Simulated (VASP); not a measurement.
Here is a VASP 6.6.1 calculation.

INCAR

```
PREC = Accurate
ENCUT = 520
EDIFF = 1E-6
ISMEAR = 0
SIGMA = 0.01
LREAL = F
LASPH = T
NELM = 80
ALGO = Normal
ISIF = 2
LWAVE = F
LCHARG = F
GGA = PS
NBANDS = 20
```

Contents of KPOINTS:

```
Automatic mesh
0
Gamma
  7 7 7
```

Contents of POSCAR:

```
CdF2
1.0
    0.0000000000      2.6940000000      2.6940000000
    2.6940000000      0.0000000000      2.6940000000
    2.6940000000      2.6940000000      0.0000000000
Cd F
1 2
Direct
    0.0000000000      0.0000000000      0.0000000000
    0.7500000000      0.7500000000      0.7500000000
    0.2500000000      0.2500000000      0.2500000000
```

Potentials or basis: VASP PAW PBE potentials, release 64 (Cd, F).

The run is started by

```bash
$ cat potpaw_PBE.64/Cd/POTCAR potpaw_PBE.64/F/POTCAR > POTCAR
$ mpirun -np 1 vasp_std > vasp.out
```

Problem. Predict the band gap on the k mesh.

Solution. 2.96 eV (least direct gap 3.39 eV).

Problem. Estimate the pressure.

Solution. 0.5 GPa.

Caveat: the PAW data sets were made with another functional, which shifts forces and pressure a little; an odd mesh through Γ misses points on the zone boundary, where band edges can lie.
